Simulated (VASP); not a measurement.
Write the native input for VASP 6.6.1 that does the following.

* Task: single point
* Functional: revPBE
* Potentials or basis: VASP PAW PBE potentials, release 64 (Ge_d)
* Cutoff: 520 eV
* k mesh: 14 × 14 × 10
* Occupations: fermi-dirac, width 0.1 eV
* Spin: no spin polarisation
* Dipole correction: no
* Further INCAR settings: ALGO = Normal; EDIFF = 1e-06; NBANDS = 21

The structure of Ge lies in POSCAR:

```
Ge
1.0
   -2.5328506250      2.5355972137      1.4004084777
    2.5355972137     -2.5328506250      1.4004084777
    2.5473049236      2.5473049236     -1.3953780955
Ge
2
Direct
    0.9999091455      0.0000908545      1.0000000000
    0.7500908545      0.2499091455      0.5000000000
```

This cell differs from its parent crystal: volume scaled by 0.92.

The input as run:

INCAR

```
SYSTEM = Ge
  ALGO = Normal
  EDIFF = 1E-6
  ENCUT = 520
  GGA = RE
  ISIF = 2
  ISMEAR = -1
  LASPH = .True.
  LCHARG = .False.
  LREAL = .False.
  LWAVE = .False.
  NBANDS = 21
  NELM = 100
  PREC = Accurate
  SIGMA = 0.1
```

KPOINTS

```
k-points
0
Gamma
  14 14 10
  0 0 0
```

Potentials or basis: VASP PAW PBE potentials, release 64 (Ge_d).

Command:

```sh
$ cat potpaw_PBE.64/Ge_d/POTCAR > POTCAR
$ mpirun -np 1 vasp_std > vasp.out
```

Results of the run:

```
Pressure               : 6.3 GPa
Largest force          : 0.006 eV/Å
Band gap on the k mesh : zero (band 14 reaches 9.16 eV, above the bottom of band 15 at 3.73 eV)
```

Caveat: the PAW data sets were made with another functional, which shifts forces and pressure a little.

Run time: 4.5 min on 1 thread of Intel Xeon 6975P-C, with other jobs on the host, peak memory 0.42 GiB.
